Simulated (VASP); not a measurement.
# As in VASP: further runs, part 2 of 2

VASP 6.6.1.

**3. Single point, PBEsol**

This run uses another cell than the first one, of 143.64 Å³/atom, 1.017 times its volume.

INCAR reads:

```
SYSTEM = As
PREC     = Accurate       ! precision mode
ENCUT    = 520            ! plane-wave cutoff, eV
EDIFF    = 1E-7           ! SCF threshold, eV
ISMEAR   = -1             ! smearing method
SIGMA    = 0.02           ! smearing width, eV
LREAL    = .False.        ! projectors in reciprocal space
LASPH    = .True.         ! aspherical terms in the spheres
NELM     = 80             ! most SCF steps
ALGO     = Normal         ! electronic algorithm
ISIF     = 2              ! what is computed and relaxed
LWAVE    = .False.        ! write WAVECAR
LCHARG   = .True.         ! write CHGCAR
LDIPOL   = .True.       
IDIPOL   = 3            
DIPOL    = 0.5 0.5 0.347
GGA      = PS             ! functional
LELF     = .True.         ! ELF
LVHAR    = .True.       
LVACPOTAV= .True.       
NBANDS   = 12             ! bands
```

KPOINTS reads:

```
regular mesh
0
Gamma
  12 12 1
  0 0 0
```

POSCAR reads:

```
As
1.0
    3.5436770834      0.0000000000      0.0000000000
   -1.7718385417      3.0689143771      0.0000000000
    0.0000000000      0.0000000000     26.4156438000
As
2
Direct
    0.3333333333      0.6666666667      0.3202313469
    0.6666666667      0.3333333333      0.3728360657
```

Potentials or basis: VASP PAW PBE potentials, release 64 (As).

Started as:

```sh
$ cat potpaw_PBE.64/As/POTCAR > POTCAR
$ mpirun -np 1 vasp_std > vasp.out
```

OUTCAR:

```text
SYSTEM = As
   PREC = Accurate
   ENCUT = 520
   EDIFF = 1E-7
   ISMEAR = -1
   LREAL = .False.
   LASPH = .True.
   NELM = 80
   ISIF = 2
   GGA = PS

 ion  position               nearest neighbor table
   1  0.333  0.667  0.320-   2 2.47   2 2.47   2 2.47
   2  0.667  0.333  0.373-   1 2.47   1 2.47   1 2.47

  LATTYP: Found a hexagonal cell.
 ALAT       =     3.5436770834
 C/A-ratio  =     7.4543033065

  Lattice vectors:

 A1 = (   3.5436770834,   0.0000000000,   0.0000000000)
 A2 = (  -1.7718385417,   3.0689143771,   0.0000000000)
 A3 = (   0.0000000000,   0.0000000000,  26.4156438000)

Analysis of symmetry for initial positions (statically):
=====================================================================
 Subroutine PRICEL returns:
 Original cell was already a primitive cell.

 Routine SETGRP: Setting up the symmetry group for a
 hexagonal supercell.

 Subroutine GETGRP returns: Found 12 space group operations
 (whereof  6 operations were pure point group operations)
 out of a pool of 24 trial point group operations.

The static configuration has the point symmetry C_3v.
 The point group associated with its full space group is D_3d.

Analysis of symmetry for dynamics (positions and initial velocities):
=====================================================================
 Subroutine PRICEL returns:
 Original cell was already a primitive cell.

 Routine SETGRP: Setting up the symmetry group for a
 hexagonal supercell.

 Subroutine GETGRP returns: Found 12 space group operations
 (whereof  6 operations were pure point group operations)
 out of a pool of 24 trial point group operations.

The dynamic configuration has the point symmetry C_3v.
 The point group associated with its full space group is D_3d.

 Subroutine INISYM returns: Found 12 space group operations
 (whereof  6 operations are pure point group operations),
 and found     1 'primitive' translations

----------------------------------------------------------------------------------------

                                     Primitive cell

  volume of cell :     287.2765

  direct lattice vectors                    reciprocal lattice vectors
     3.543677083  0.000000000  0.000000000     0.282192755  0.162924063  0.000000000
    -1.771838542  3.068914377  0.000000000     0.000000000  0.325848126  0.000000000
     0.000000000  0.000000000 26.415643800     0.000000000  0.000000000  0.037856355

  length of vectors
     3.543677083  3.543677083 26.415643800     0.325848126  0.325848126  0.037856355

  position of ions in fractional coordinates (direct lattice)
     0.333333333  0.666666667  0.320231347
     0.666666667  0.333333333  0.372836066

  ion indices of the primitive-cell ions
   primitive index   ion index
                 1           1
                 2           2

----------------------------------------------------------------------------------------

 KPOINTS: regular mesh

Automatic generation of k-mesh.
 Grid dimensions read from file:
 generate k-points for:   12   12    1

 Generating k-lattice:

  Cartesian coordinates                     Fractional coordinates (reciprocal lattice)
     0.023516063  0.013577005  0.000000000     0.083333333  0.000000000  0.000000000
[... 39 lines left out ...]
   dimension x,y,z NGXF=    56 NGYF=   56 NGZF=  392
   ions per type =               2
   NGX,Y,Z   is equivalent  to a cutoff of  13.14, 13.14, 12.34 a.u.
   NGXF,Y,Z  is equivalent  to a cutoff of  26.27, 26.27, 24.67 a.u.
 SYSTEM =  As
   PREC   = accura    normal or accurate (medium, high low for compatibility)
   ISTART =      0    job   : 0-new  1-cont  2-samecut
   ICHARG =      2    charge: 1-file 2-atom 10-const
   ISPIN  =      1    spin polarized calculation?
   LNONCOLLINEAR =      F non collinear calculations
   LSORBIT =      F    spin-orbit coupling
   LASPH  =      T    aspherical Exc in radial PAW
   ENCUT  =  520.0 eV  38.22 Ry    6.18 a.u.   6.59  6.59 49.12*2*pi/ulx,y,z
   NELM   =     80;   NELMIN=  2; NELMDL= -5     # of ELM steps
   EDIFF  = 0.1E-06   stopping-criterion for ELM
   LREAL  =      F    real-space projection
   EDIFFG = 0.1E-05   stopping-criterion for IOM
   NSW    =      0    number of steps for IOM
   IBRION =     -1    ionic relax: 0-MD 1-quasi-New 2-CG
   NFREE  =      0    steps in history (QN), initial steepest desc. (CG)
   ISIF   =      2    stress and relaxation
   ISYM   =      2    0-nonsym 1-usesym 2-fastsym
   POTIM  = 0.5000    time-step for ionic-motion
   TEBEG  =    0.0;   TEEND  =   0.0 temperature during run
   PSTRESS=    0.0 pullay stress
   NELECT =      10.0000    total number of electrons
   NUPDOWN=      -1.0000    fix difference up-down
   EMIN   =  10.00;   EMAX   =-10.00  energy-range for DOS
   EFERMI =   0.00;   METHOD = LEGACY
   ISMEAR =    -1;   SIGMA  =   0.02  broadening in eV -4-tet -1-fermi 0-gaus
   EFERMI_NEDOS =   21; number of points for ismear=-14 and -15
   IALGO  =     38    algorithm
   IMIX   =      4    mixing-type and parameters
     AMIX     =   0.40;   BMIX     =  1.00
     AMIX_MAG =   1.60;   BMIX_MAG =  1.00
  volume/ion in A,a.u.               =     143.64       969.32
  Fermi-wavevector in a.u.,A,eV,Ry     =   0.534533  1.010122  3.887537  0.285726
  Thomas-Fermi vector in A             =   1.558983
   LORBIT       =      0    0 simple, 1 ext, 2 COOP (PROOUT), +10 PAW based schemes
   GGA     = PS    functional components
   LHFCALC =     F    Hartree Fock is set to
   AEXX    =    0.0000 exact exchange contribution
   IVDW    =     0    specifies the selected vdW correction
   LEPSILON=     F    determine dielectric tensor
   LRPA    =     F    only Hartree local field effects (RPA)
 non-spin polarized calculation
  energy-cutoff  :      520.00
  volume of cell :      287.28
 maximum number of plane-waves:      7839
 NGX is ok and might be reduce to    28
   NGX = 13   NGY = 13   NGZ = 99

 dipolmoment           0.000000      0.000000     -0.000000 electrons x Angstroem

 number of electron      10.0000000 magnetization

 dipolmoment           0.000000      0.000000      0.000000 electrons x Angstroem

 Free energy of the ion-electron system (eV)
  ---------------------------------------------------
  ext. energy  EPLUGINS =         0.00000000
  ---------------------------------------------------
  free energy    TOTEN  =       -10.01137156 eV

  energy without entropy =      -10.01137156  energy(sigma->0) =      -10.01137156

 E-fermi :  -3.4126     XC(G=0):  -2.0038

 val. band max:       -3.8611437301   @ k =   0.0000   0.0000   0.0000
 cond. band min:      -2.3762410993   @ k =   0.3333   0.0000   0.0000
 fundamental gap:      1.4849026308
 Fermi energy:        -3.4125919515

 k-point     1 :       0.0000    0.0000    0.0000
  band No.  band energies     occupation
      1     -17.7462      2.00000
      2     -11.1896      2.00000
      3      -4.6052      2.00000
      4      -3.8611      2.00000
      5      -3.8611      2.00000
      6      -1.7815      0.00000
      7      -0.3091      0.00000
      8      -0.3091      0.00000
      9       0.9863      0.00000
     10       1.2498      0.00000
     11       1.6617      0.00000
     12       1.9560      0.00000
[... 256 lines left out ...]
 k-point    19 :       0.3333    0.3333    0.0000
  band No.  band energies     occupation
      1     -13.9860      2.00000
      2     -13.9860      2.00000
      3      -8.5608      2.00000
      4      -6.0020      2.00000
      5      -6.0020      2.00000
      6      -2.0642      0.00000
      7       0.7128      0.00000
      8       0.7128      0.00000
      9       4.1893      0.00000
     10       5.1959      0.00000
     11       5.1960      0.00000
     12       5.8925      0.00000

------------------------ aborting loop because EDIFF is reached ----------------------------------------

 vacuum level on the upper side and lower side of the slab       (xc-potential included)        -0.091        -0.092

  FORCE on cell =-STRESS in cart. coord.  units (eV):
  Direction    XX          YY          ZZ          XY          YZ          ZX
  --------------------------------------------------------------------------------------
  -------------------------------------------------------------------------------------
  Total        0.1203610      0.1203610      0.1590950     -0.0000000      0.0000000      0.0000000
  in kB        0.6712684      0.6712684      0.8872931     -0.0000000      0.0000000      0.0000000
  external PRESSURE =       0.7432766 kB  Pullay stress =       0.0000000 kB

 VOLUME and BASIS-vectors are now :
 -----------------------------------------------------------------------------
  energy-cutoff  :      520.00
  volume of cell :      287.28
      direct lattice vectors                 reciprocal lattice vectors
     3.543677083  0.000000000  0.000000000     0.282192755  0.162924063  0.000000000
    -1.771838542  3.068914377  0.000000000     0.000000000  0.325848126  0.000000000
     0.000000000  0.000000000 26.415643800     0.000000000  0.000000000  0.037856355

 POSITION                                       TOTAL-FORCE (eV/Angst)
 -----------------------------------------------------------------------------------
     -0.00000      2.04594      8.45912        -0.000000     -0.000000     -0.115489
      1.77184      1.02297      9.84870         0.000000      0.000000      0.115489
 -----------------------------------------------------------------------------------
    total drift:                               -0.000000      0.000000      0.000004

  FREE ENERGIE OF THE ION-ELECTRON SYSTEM (eV)
  ---------------------------------------------------
  free  energy   TOTEN  =       -10.0113715643 eV

  energy  without entropy=      -10.0113715643  energy(sigma->0) =      -10.01137156

 vacuum level on the upper side and lower side of the slab         1.464         1.464
```

It took 47 s on 1 thread of Intel Xeon 6975P-C (Granite Rapids), shared host; peak memory 0.4 GiB.

Results:

```
Free energy                            : -10.0114 eV
Largest force                          : 0.115 eV/Å
Band gap on the k mesh                 : 1.48 eV, indirect (least direct gap 2.08 eV)
Ionisation potential of the upper face : 5.33 eV
```

Forces in eV/Å, atoms in the order of the input:
```
As   0.000  0.000 -0.115
As   0.000  0.000  0.115
```

Levels at points of the mesh, in eV from the valence-band top:
```csv
k point,band 3,band 4,band 5,band 6,band 7,band 8
"(0.00, 0.00, 0.00)",-0.74,0.00,0.00,2.08,3.55,3.55
"(0.50, 0.00, 0.00)",-3.62,-2.00,-1.75,1.86,3.02,4.57
```

Caveat: the PAW data sets were made with another functional, which shifts forces and pressure a little.
